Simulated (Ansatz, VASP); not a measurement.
**Ag: VASP beside Ansatz**

INCAR

```
PREC = Accurate
ENCUT = 520
EDIFF = 1E-7
ISMEAR = -1
SIGMA = 0.1
LREAL = F
LASPH = T
NELM = 100
ALGO = Normal
ISIF = 2
LWAVE = F
LCHARG = T
GGA = PE
LELF = T
LVHAR = T
NBANDS = 12
```

KPOINTS

```
regular mesh
0
Gamma
  14 14 14
```

The input POSCAR:

```
Ag
1.0
    0.0000000000      2.0734381516      2.0734381516
    2.0734381516      0.0000000000      2.0734381516
    2.0734381516      2.0734381516      0.0000000000
Ag
1
Direct
    0.0000000000      0.0000000000      0.0000000000
```

Input for Ansatz:

```yaml
crystal:
  lattice:
    - [0.0, 2.0734381516, 2.0734381516]
    - [2.0734381516, 0.0, 2.0734381516]
    - [2.0734381516, 2.0734381516, 0.0]
  atoms:
    - { symbol: Ag, position: [0.0, 0.0, 0.0] }
hamiltonian:
  xc: pbe
  pseudopotentials:
    kind: paw
    azcp:
      Ag: "pseudopotentials/Ag.paw.azcp"
basis:
  ecutwfc: 420
  fft_grid_basis: typed
kpoints:
  mp_grid: { grid: [14, 14, 14], shift: [0, 0, 0] }
magnetization:
  spin_polarized: false
scf:
  occupations: { method: fermi_dirac, width: 0.1 }
  lower_state_search: "off"
output:
  stress: true
  write_density: true
  write_potential: true
  elf: true
  volumetric_format: npy
```

Alike in both runs: task single point; functional PBE; k mesh 14 × 14 × 14; occupations fermi-dirac, width 0.1 eV; no spin polarisation.

|  | VASP | Ansatz |
| --- | --- | --- |
| version | VASP 6.6.1 | Ansatz 0.2.0 |
| potentials or method | VASP PAW PBE potentials, release 64 (Ag), cutoff 520 eV | plane waves (420 eV) with PAW, scalar-relativistic |
| valence electrons in the cell | 11 | 19 |

```tsv
	VASP	Ansatz	Ansatz less VASP
pressure (GPa)	0.0	0.1	+0.11
```

VASP's potentials hold 11 valence electrons a cell and Ansatz's 19, so a difference there can come from the potentials and not from the codes.
